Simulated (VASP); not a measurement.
Ag: single point with r2SCAN

The system is Ag.

```
Ag
1.0
     2.02140    2.02140    0.00000
    -2.05987    2.05987    0.00000
     0.00000    0.00000    4.11975
Ag
2
Direct
  0.00000 0.00000 0.00000
  0.50000 0.50000 0.50000
```

This cell differs from its parent crystal: uniaxial strain along a: -1.5 %.

```
Program                : VASP 6.6.1
Task                   : single point
Functional             : r2SCAN
Potentials or basis    : VASP PAW PBE potentials, release 64 (Ag)
Cutoff                 : 520 eV
k mesh                 : 18 × 18 × 12
Occupations            : gaussian, width 0.1 eV
Spin                   : no spin polarisation
Dipole correction      : no
Further INCAR settings : ALGO = Normal; EDIFF = 1e-06; NBANDS = 18
```

```yaml
Pressure: 1.0 GPa
Band_gap_on_the_k_mesh: zero (bands 11 and 12 overlap by 9.80 eV)
```

Stress tensor (GPa, compression positive):
```
1.27 1.09 0.00
1.09 1.27 0.00
0.00 0.00 0.52
```

Levels at points of the mesh, in eV from the Fermi level:
```
           k point  band 8  band 9  band 10  band 11  band 12  band 13  band 14  band 15
(0.00, 0.00, 0.00)   -4.07   -3.33    -3.09    -3.09     1.60     6.74    10.85    11.56
(0.50, 0.00, 0.00)   -4.54   -4.10    -4.10    -0.48    -0.48     9.58     9.58     9.62
(0.00, 0.50, 0.00)   -4.42   -4.05    -4.05    -0.72    -0.72     9.37     9.37     9.47
(0.50, 0.50, 0.00)   -3.11   -3.05    -3.05     1.77     1.77     6.99     6.99    11.02
(0.00, 0.00, 0.50)   -4.20   -4.05    -4.05    -3.71    -3.71    14.87    14.87    15.55
(0.50, 0.00, 0.50)   -3.33   -3.24    -3.24    -0.27    -0.27     3.79     3.79    15.77
(0.00, 0.50, 0.50)   -3.33   -3.29    -3.29    -0.41    -0.41     3.52     3.52    15.92
(0.50, 0.50, 0.50)   -4.09   -3.06    -3.06     6.09     6.09     6.20     6.20     7.30
```

Run time: 9.7 min on 1 thread of AMD EPYC 9R45 96-Core Processor (Zen 5), with other jobs on the host, peak memory 0.41 GiB.

Caveat: the cell differs from its parent crystal (uniaxial strain along a: -1.5 %); the PAW data sets were made with another functional, which shifts forces and pressure a little.
